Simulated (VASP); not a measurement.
# InAs (Immm) in VASP: single point with r2SCAN

Aim: the single point of InAs with r2SCAN.

All numbers are computed with VASP 6.6.1; they aren't measurements. Logs are shortened: lines on timing, memory, paths and dates and some standing lists are left out, and cuts for length are marked.

### 1 The cell of the first run

It takes space group Immm (No. 71, orthorhombic). Conventional cell: a = 3.942 Å, b = 4.196 Å, c = 5.755 Å, α = 90.00°, β = 90.00°, γ = 90.00°. Within 3.8 Å of In (site symmetry mmm) lie 6 As at 2.88 Å. Within 3.8 Å of As (site symmetry mmm) lie 6 In at 2.88 Å.

### 2 Single point, r2SCAN (strain +0.0625 x Voigt [0, 0, 0, 0, 1, 0])

POSCAR reads:

```
InAs
1.0
    0.0899157500      2.8773040000      2.8773040000
    2.9672197500      0.0000000000      2.9672197500
    2.8773040000      2.8773040000      0.0899157500
In As
1 1
Direct
    0.5000000000      0.5000000000      0.5000000000
    0.0000000000      0.0000000000      0.0000000000
```

INCAR.step1 reads:

```
  PREC = Accurate
  ENCUT = 520
  ISMEAR = 0
  SIGMA = 0.15
  LREAL = F
  LASPH = T
  NELM = 80
  NBANDS = 16
  GGA = PE
  ALGO = Normal
  EDIFF = 1E-4
  LWAVE = T
  LCHARG = F
```

INCAR.step2 reads:

```
  PREC = Accurate
  ENCUT = 520
  EDIFF = 1E-6
  ISMEAR = 0
  SIGMA = 0.15
  LREAL = F
  LASPH = T
  NELM = 80
  ALGO = Normal
  ISIF = 2
  LWAVE = F
  LCHARG = F
  METAGGA = R2SCAN
  LMIXTAU = T
  NBANDS = 16
  ISTART = 1
```

KPOINTS reads:

```
Automatic mesh
0
Gamma
  14 14 14
```

Potentials or basis: VASP PAW PBE potentials, release 64 (In_d, As).

Started as:

```bash
$ cat potpaw_PBE.64/In_d/POTCAR potpaw_PBE.64/As/POTCAR > POTCAR
$ cp INCAR.step1 INCAR
$ mpirun -np 1 vasp_std > vasp.out
$ cp INCAR.step2 INCAR
$ mpirun -np 1 vasp_std > vasp.out
```

OUTCAR:

```text
PREC = Accurate
   ENCUT = 520
   EDIFF = 1E-6
   ISMEAR = 0
   LREAL = F
   LASPH = T
   NELM = 80
   ISIF = 2
   METAGGA = R2SCAN
   ISTART = 1

 ion  position               nearest neighbor table
   1  0.500  0.500  0.500-   2 2.88   2 2.88   2 2.88   2 2.88   2 2.88   2 2.88
   2  0.000  0.000  0.000-   1 2.88   1 2.88   1 2.88   1 2.88   1 2.88   1 2.88

  LATTYP: Found a body centered orthorhombic cell.
 ALAT       =     3.9419622667
 B/A-ratio  =     1.0645161290
 C/A-ratio  =     1.4598333547

  Lattice vectors:

 A1 = (   0.0899157500,  -2.8773040000,   2.8773040000)
 A2 = (  -0.0899157500,  -2.8773040000,  -2.8773040000)
 A3 = (   2.8773040000,   2.8773040000,   0.0899157500)

Analysis of symmetry for initial positions (statically):
=====================================================================
 Subroutine PRICEL returns:
 Original cell was already a primitive cell.

 Routine SETGRP: Setting up the symmetry group for a
 body centered orthorhombic supercell.

 Subroutine GETGRP returns: Found  8 space group operations
 (whereof  8 operations were pure point group operations)
 out of a pool of  8 trial point group operations.

The static configuration has the point symmetry D_2h.

Analysis of symmetry for dynamics (positions and initial velocities):
=====================================================================
 Subroutine PRICEL returns:
 Original cell was already a primitive cell.

 Routine SETGRP: Setting up the symmetry group for a
 body centered orthorhombic supercell.

 Subroutine GETGRP returns: Found  8 space group operations
 (whereof  8 operations were pure point group operations)
 out of a pool of  8 trial point group operations.

The dynamic configuration has the point symmetry D_2h.

 Subroutine INISYM returns: Found  8 space group operations
 (whereof  8 operations are pure point group operations),
 and found     1 'primitive' translations

----------------------------------------------------------------------------------------

                                     Primitive cell

  volume of cell :      47.5952

  direct lattice vectors                    reciprocal lattice vectors
     0.089915750  2.877304000  2.877304000    -0.179379389  0.173773783  0.179379389
     2.967219750  0.000000000  2.967219750     0.168507910 -0.173773783  0.168507910
     2.877304000  2.877304000  0.089915750     0.179379389  0.173773783 -0.179379389

  length of vectors
     4.070115657  4.196282413  4.070115657     0.307491882  0.294935856  0.307491882

  position of ions in fractional coordinates (direct lattice)
     0.500000000  0.500000000  0.500000000
     0.000000000  0.000000000  0.000000000

  ion indices of the primitive-cell ions
   primitive index   ion index
                 1           1
                 2           2

----------------------------------------------------------------------------------------

 KPOINTS: Automatic mesh

Automatic generation of k-mesh.
 Grid dimensions read from file:
 generate k-points for:   14   14   14

 Generating k-lattice:

  Cartesian coordinates                     Fractional coordinates (reciprocal lattice)
    -0.012812813  0.012412413  0.012812813     0.071428571  0.000000000  0.000000000
     0.012036279 -0.012412413  0.012036279     0.000000000  0.071428571  0.000000000
     0.012812813  0.012412413 -0.012812813     0.000000000  0.000000000  0.071428571

  Length of vectors
     0.021963706  0.021066847  0.021963706

  Shift w.r.t. Gamma in fractional coordinates (k-lattice)
     0.000000000  0.000000000  0.000000000

 Subroutine IBZKPT returns following result:
 ===========================================

 Found    428 irreducible k-points:

 Following reciprocal coordinates:
            Coordinates               Weight
  0.000000  0.000000  0.000000      1.000000
  0.071429  0.000000 -0.000000      4.000000
  0.142857  0.000000  0.000000      4.000000
  0.214286  0.000000  0.000000      4.000000
  0.285714  0.000000  0.000000      4.000000
  0.357143  0.000000  0.000000      4.000000
[... 16 lines left out ...]
  0.000000  0.142857 -0.000000      4.000000
  0.071429  0.142857 -0.000000      8.000000
 [... further k-points ...]
   k-points           NKPTS =    428   k-points in BZ     NKDIM =    428   number of bands    NBANDS=     16
   number of dos      NEDOS =    301   number of ions     NIONS =      2
   total plane-waves  NPLWV =  28800
   dimension x,y,z NGX =    30 NGY =   32 NGZ =   30
   dimension x,y,z NGXF=    60 NGYF=   64 NGZF=   60
   ions per type =               1   1
   NGX,Y,Z   is equivalent  to a cutoff of  12.25, 12.68, 12.25 a.u.
   NGXF,Y,Z  is equivalent  to a cutoff of  24.51, 25.36, 24.51 a.u.
 SYSTEM =  unknown system
   PREC   = accura    normal or accurate (medium, high low for compatibility)
   ISTART =      1    job   : 0-new  1-cont  2-samecut
   ICHARG =      0    charge: 1-file 2-atom 10-const
   ISPIN  =      1    spin polarized calculation?
   LNONCOLLINEAR =      F non collinear calculations
   LSORBIT =      F    spin-orbit coupling
   LASPH  =      T    aspherical Exc in radial PAW
   ENCUT  =  520.0 eV  38.22 Ry    6.18 a.u.   7.57  7.80  7.57*2*pi/ulx,y,z
   NELM   =     80;   NELMIN=  2; NELMDL=  0     # of ELM steps
   EDIFF  = 0.1E-05   stopping-criterion for ELM
   LREAL  =      F    real-space projection
   EDIFFG = 0.1E-04   stopping-criterion for IOM
   NSW    =      0    number of steps for IOM
   IBRION =     -1    ionic relax: 0-MD 1-quasi-New 2-CG
   NFREE  =      0    steps in history (QN), initial steepest desc. (CG)
   ISIF   =      2    stress and relaxation
   ISYM   =      2    0-nonsym 1-usesym 2-fastsym
   POTIM  = 0.5000    time-step for ionic-motion
   TEBEG  =    0.0;   TEEND  =   0.0 temperature during run
   PSTRESS=    0.0 pullay stress
   NELECT =      18.0000    total number of electrons
   NUPDOWN=      -1.0000    fix difference up-down
   EMIN   =  10.00;   EMAX   =-10.00  energy-range for DOS
   EFERMI =   0.00;   METHOD = LEGACY
   ISMEAR =     0;   SIGMA  =   0.15  broadening in eV -4-tet -1-fermi 0-gaus
   EFERMI_NEDOS =   21; number of points for ismear=-14 and -15
   IALGO  =     38    algorithm
   IMIX   =      4    mixing-type and parameters
     AMIX     =   0.40;   BMIX     =  1.00
     AMIX_MAG =   1.60;   BMIX_MAG =  1.00
  volume/ion in A,a.u.               =      23.80       160.59
  Fermi-wavevector in a.u.,A,eV,Ry     =   1.183890  2.237228 19.069866  1.401596
  Thomas-Fermi vector in A             =   2.320115
   LORBIT       =      0    0 simple, 1 ext, 2 COOP (PROOUT), +10 PAW based schemes
   METAGGA = R2SCAN    functional components
   LHFCALC =     F    Hartree Fock is set to
   AEXX    =    0.0000 exact exchange contribution
   IVDW    =     0    specifies the selected vdW correction
   LEPSILON=     F    determine dielectric tensor
   LRPA    =     F    only Hartree local field effects (RPA)
 non-spin polarized calculation
 Gauss-broadening in eV      SIGMA  =   0.15
  energy-cutoff  :      520.00
  volume of cell :       47.60
 maximum number of plane-waves:      1301
   NGX = 15   NGY = 15   NGZ = 15

 number of electron      18.0000000 magnetization

 Free energy of the ion-electron system (eV)
  ---------------------------------------------------
  ext. energy  EPLUGINS =         0.00000000
  ---------------------------------------------------
  free energy    TOTEN  =       -37.56225809 eV

  energy without entropy =      -37.55025793  energy(sigma->0) =      -37.55625801

 E-fermi :   5.7720     XC(G=0): -10.6779

 val. band max:        5.7689414132   @ k =  -0.0714   0.0714   0.0000
 cond. band min:       5.7774784205   @ k =   0.0714   0.5000  -0.0000
 fundamental gap:      0.0085370073
 Fermi energy:         5.7719885917

 k-point     1 :       0.0000    0.0000    0.0000
  band No.  band energies     occupation
      1      -9.1224      2.00000
      2      -9.1171      2.00000
      3      -9.0837      2.00000
      4      -9.0831      2.00000
      5      -9.0826      2.00000
      6      -6.8073      2.00000
[... 8 lines left out ...]
     15      13.8803      0.00000
     16      13.9062      0.00000

 k-point     2 :       0.0714    0.0000   -0.0000
  band No.  band energies     occupation
      1      -9.1218      2.00000
      2      -9.1198      2.00000
      3      -9.0837      2.00000
      4      -9.0821      2.00000
      5      -9.0814      2.00000
      6      -6.7470      2.00000
[... 8 lines left out ...]
     15      13.8647      0.00000
     16      13.9472      0.00000

 k-point     3 :       0.1429    0.0000    0.0000
  band No.  band energies     occupation
      1      -9.1282      2.00000
      2      -9.1230      2.00000
      3      -9.0853      2.00000
      4      -9.0782      2.00000
      5      -9.0740      2.00000
      6      -6.5686      2.00000
[... 8 lines left out ...]
     15      13.7928      0.00000
     16      14.2917      0.00000

 k-point     4 :       0.2143    0.0000    0.0000
  band No.  band energies     occupation
      1      -9.1411      2.00000
      2      -9.1295      2.00000
      3      -9.0876      2.00000
      4      -9.0681      2.00000
      5      -9.0625      2.00000
      6      -6.2821      2.00000
[... 8 lines left out ...]
     15      14.2285      0.00000
     16      14.9879      0.00000
[... 324 lines left out ...]
 k-point    22 :      -0.0714    0.0714    0.0000
  band No.  band energies     occupation
      1      -9.1282      2.00000
      2      -9.1204      2.00000
      3      -9.0849      2.00000
      4      -9.0799      2.00000
      5      -9.0757      2.00000
      6      -6.6536      2.00000
[... 8 lines left out ...]
     15      14.3306      0.00000
     16      14.4643      0.00000

 k-point    23 :       0.0000    0.1429   -0.0000
  band No.  band energies     occupation
      1      -9.1323      2.00000
      2      -9.1235      2.00000
      3      -9.0834      2.00000
      4      -9.0749      2.00000
      5      -9.0743      2.00000
      6      -6.5895      2.00000
[... 8 lines left out ...]
     15      13.9923      0.00000
     16      14.5283      0.00000

 k-point    24 :       0.0714    0.1429   -0.0000
  band No.  band energies     occupation
      1      -9.1350      2.00000
      2      -9.1203      2.00000
      3      -9.0855      2.00000
      4      -9.0758      2.00000
      5      -9.0735      2.00000
      6      -6.6021      2.00000
[... 8 lines left out ...]
     15      14.6858      0.00000
     16      14.8343      0.00000

 [... further k-points ...]
[... 5 lines left out ...]
  --------------------------------------------------------------------------------------
  -------------------------------------------------------------------------------------
  Total       -0.6425620     -0.7120568     -0.6425620      0.0000000      0.0000000     -0.4029112
  in kB      -21.6303089    -23.9696851    -21.6303089      0.0000000      0.0000000    -13.5630396
  external PRESSURE =     -22.4101010 kB  Pullay stress =       0.0000000 kB

 VOLUME and BASIS-vectors are now :
 -----------------------------------------------------------------------------
  energy-cutoff  :      520.00
  volume of cell :       47.60
      direct lattice vectors                 reciprocal lattice vectors
     0.089915750  2.877304000  2.877304000    -0.179379389  0.173773783  0.179379389
     2.967219750  0.000000000  2.967219750     0.168507910 -0.173773783  0.168507910
     2.877304000  2.877304000  0.089915750     0.179379389  0.173773783 -0.179379389

 POSITION                                       TOTAL-FORCE (eV/Angst)
 -----------------------------------------------------------------------------------
      2.96722      2.87730      2.96722         0.000000      0.000000     -0.000000
      0.00000      0.00000      0.00000        -0.000000     -0.000000      0.000000
 -----------------------------------------------------------------------------------
    total drift:                                0.000000      0.000000      0.000000

  FREE ENERGIE OF THE ION-ELECTRON SYSTEM (eV)
  ---------------------------------------------------
  free  energy   TOTEN  =       -37.5622580872 eV

  energy  without entropy=      -37.5502579270  energy(sigma->0) =      -37.55625801
```

It took 18 min on 1 thread of Intel Xeon Platinum 8259CL at 2.50GHz (Skylake/Cascade Lake), shared host; peak memory 0.45 GiB.

Results:

| Item | Value |
| --- | --- |
| Free energy | -37.5623 eV |
| Pressure | -2.2 GPa |
| Band gap on the k mesh | zero (band 9 reaches 6.34 eV, above the bottom of band 10 at 3.45 eV) |

Caveat: the cell differs from its parent crystal (strain +0.0625 x Voigt [0, 0, 0, 0, 1, 0]); the PAW data sets were made with another functional, which shifts forces and pressure a little; spin-orbit coupling is left out, which moves the levels of the heavy elements.
